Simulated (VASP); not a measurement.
Crystal: TlCl.

```xyz
2
Lattice="3.7936 0.0000 0.0000 0.0000 3.7936 0.0000 0.0000 0.0000 3.7936" Properties=species:S:1:pos:R:3 pbc="T T T"
Tl    0.0000    0.0000    0.0000
Cl    1.8968    1.8968    1.8968
```

Base run:

| Item | Value |
| --- | --- |
| Program | VASP 6.6.1 |
| Functional | PBE |
| Potentials or basis | VASP PAW PBE potentials, release 64 (Tl_d, Cl) |
| Cutoff | 500 eV |
| k mesh | 4 × 4 × 4 |
| Occupations | gaussian, width 0.01 eV |
| Spin | no spin polarisation |

Its results: band gap on the k mesh 1.99 eV, direct; pressure 2.3 GPa.

**Question.** After a change of settings the same cell gave: band gap on the k mesh 1.99 eV, direct; pressure 0.9 GPa. Which change was it?
A. occupations from gaussian, width 0.01 eV to methfessel-paxton, width 0.2 eV
B. dispersion from none to D3(BJ)
C. functional from PBE to HSE06; cutoff from 500 eV to 400 eV; k mesh from 4 × 4 × 4 to 2 × 2 × 2
D. k mesh from 4 × 4 × 4 to 3 × 3 × 3

**Answer.** B.

Dispersion adds attraction, which lowers the pressure at fixed volume and, as a term added to the energy, leaves the levels alone.

Caveats: spin-orbit coupling is left out, which moves the levels of the heavy elements.
